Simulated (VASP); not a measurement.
Set up this calculation in VASP 6.6.1, as the native input.

```
Task                   : single point
Functional             : PBE
Potentials or basis    : VASP PAW PBE potentials, release 64 (Cl, H_h, F_h)
Cutoff                 : 910 eV
k mesh                 : 1 × 1 × 1
Occupations            : fermi-dirac, width 0.05 eV
Spin                   : no spin polarisation
Dipole correction      : no
Further INCAR settings : LREAL = Auto; ALGO = Normal; EDIFF = 1e-06; NBANDS = 66
```

The structure of H2ClF lies in POSCAR:

```
H2ClF
1.0
    8.2474740000      0.0000000000      0.0000000000
    0.0000000000      8.2474740000      0.0000000000
    0.0000000000      0.0000000000      8.2474740000
Cl H F
6 12 6
Direct
    0.0710884327      0.3796798874      0.6139940544
    0.7002265178      0.1008672474      0.7450159891
    0.3208618784      0.0871782075      0.2499189449
    0.7368922897      0.8130974405      0.0492999432
    0.2734170487      0.8738433125      0.6443427406
    0.4945271728      0.3985583950      0.9536131911
    0.1548352865      0.4445967335      0.7330123138
    0.6054459826      0.2192186359      0.7549948020
    0.3580853968     -0.0097241895      0.3878399617
    0.6097260810      0.7391717755      0.0185632595
    0.2365936528      0.7305752040      0.6012628836
    0.4053241029      0.2869484645      0.8959349250
    0.0159927755      0.3190310148     -0.0092755673
    0.9753046812      0.8693328406      0.2506221905
    0.4213168784      0.5423357503      0.3762121590
    0.9935526926      0.9362260493      0.8520790729
    0.7254463609      0.6726786893      0.2998736340
    0.8892540916      0.7993477761      0.5832573707
   -0.0793212564      0.2857117222     -0.0332344182
    0.9599787765      0.9487753462      0.3382732701
    0.3196857608      0.5628511227      0.3286945797
    1.0414946443      0.9511882062      0.9670961072
    0.6408022626      0.5945214256      0.3211528766
    0.8537038128      0.7007357647      0.6221541286
```

One way to write it, as run:

INCAR

```
  PREC = Accurate
  ENCUT = 910
  EDIFF = 1E-6
  ISMEAR = -1
  SIGMA = 0.05
  LREAL = Auto
  LASPH = T
  NELM = 120
  ALGO = Normal
  ISIF = 2
  LWAVE = F
  LCHARG = T
  GGA = PE
  LELF = T
  LVHAR = T
  NBANDS = 66
  GGA_COMPAT = F
```

KPOINTS

```
regular mesh
0
Gamma
  1 1 1
```

Potentials or basis: VASP PAW PBE potentials, release 64 (Cl, H_h, F_h).

Run with:

```console
$ cat potpaw_PBE.64/Cl/POTCAR potpaw_PBE.64/H_h/POTCAR potpaw_PBE.64/F_h/POTCAR > POTCAR
$ mpirun -np 1 vasp_gam > vasp.out
```

It gave:

* Pressure: 0.2 GPa
* Largest force: 5.559 eV/Å

Caveat: the k points lie up to 0.76 Å⁻¹ apart; the cutoff is under 1.25 times the usual one of these potentials, so pressure, stress and relaxed cells hold a basis-set (Pulay) error.

Wall time 3.3 min on 1 thread of AMD EPYC 7R43 64-Core Processor (Zen 3), with other jobs on the host, peak memory 0.97 GiB.
